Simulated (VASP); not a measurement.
A run of VASP 6.6.1 is set up as follows.

INCAR

```
SYSTEM = KCo2As2
  PREC = Accurate
  ENCUT = 520
  EDIFF = 1E-7
  ISMEAR = 0
  SIGMA = 0.1
  LREAL = .FALSE.
  LASPH = .TRUE.
  NELM = 100
  ALGO = Fast
  ISIF = 2
  LWAVE = .FALSE.
  LCHARG = .TRUE.
  GGA = PS
  LELF = .TRUE.
  LVHAR = .TRUE.
  NBANDS = 26
```

File KPOINTS:

```
Automatic mesh
0
G
  14 14 14
  0 0 0
```

File POSCAR:

```
KCo2As2
1.0
   -1.8781072789      1.8781072789      6.9898633090
    1.8781072789     -1.8781072789      6.9898633090
    1.8781072789      1.8781072789     -6.9898633090
K Co As
1 2 2
Direct
    0.0000000000      0.0000000000      0.0000000000
    0.7500000000      0.2500000000      0.5000000000
    0.2500000000      0.7500000000      0.5000000000
    0.3440785596      0.3440785596      0.0000000000
    0.6559214404      0.6559214404      0.0000000000
```

Potentials or basis: VASP PAW PBE potentials, release 64 (K_sv, Co, As).

Launch:

```console
$ cat potpaw_PBE.64/K_sv/POTCAR potpaw_PBE.64/Co/POTCAR potpaw_PBE.64/As/POTCAR > POTCAR
$ mpirun -np 1 vasp_std > vasp.out
```

(1) Estimate the largest force.

(2) What does it give for the pressure?

Answers

(1) 0.022 eV/Å.

(2) -2.2 GPa.

Caveat: the PAW data sets were made with another functional, which shifts forces and pressure a little; the run has no spin polarisation, though such a crystal can be magnetic.
